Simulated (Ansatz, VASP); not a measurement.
# AlN: VASP beside Ansatz

```
Al N
1.0
     0.00000    2.18399    2.18399
     2.18399    0.00000    2.18399
     2.18399    2.18399    0.00000
Al N
1 1
Direct
  0.04857 0.00000 0.00000
  0.75000 0.75000 0.75000
```

Change from the starting cell: all Al atoms moved -0.150 Å, as atom 1 towards its neighbour atom 1 (Al) at 3.089 Å.

Alike in both runs: task single point; functional PBE; k mesh 10 × 10 × 10; occupations gaussian, width 0.05 eV; no spin polarisation.

|  | VASP | Ansatz |
| --- | --- | --- |
| version | VASP 6.6.1 | Ansatz 0.2.0 |
| potentials or method | VASP PAW PBE potentials, release 64 (Al, N), cutoff 520 eV | scalar-relativistic, plane waves, PAW |
| valence electrons in the cell | 8 | 8 |

```tsv
	VASP	Ansatz	Ansatz less VASP
gap on the k mesh at the Fermi level (eV)	2.92	2.93	+0.010
least direct gap on the mesh (eV)	3.77	3.76	-0.009
pressure (GPa)	7.5	7.7	+0.23
traceless stress, the component that is largest in VASP (GPa)	-8.10	-8.05	+0.054
rms of the force components (eV/Å)	1.384	1.377	-0.0065
```

Atom by atom the forces differ by 0.007 eV/Å (rms over components).
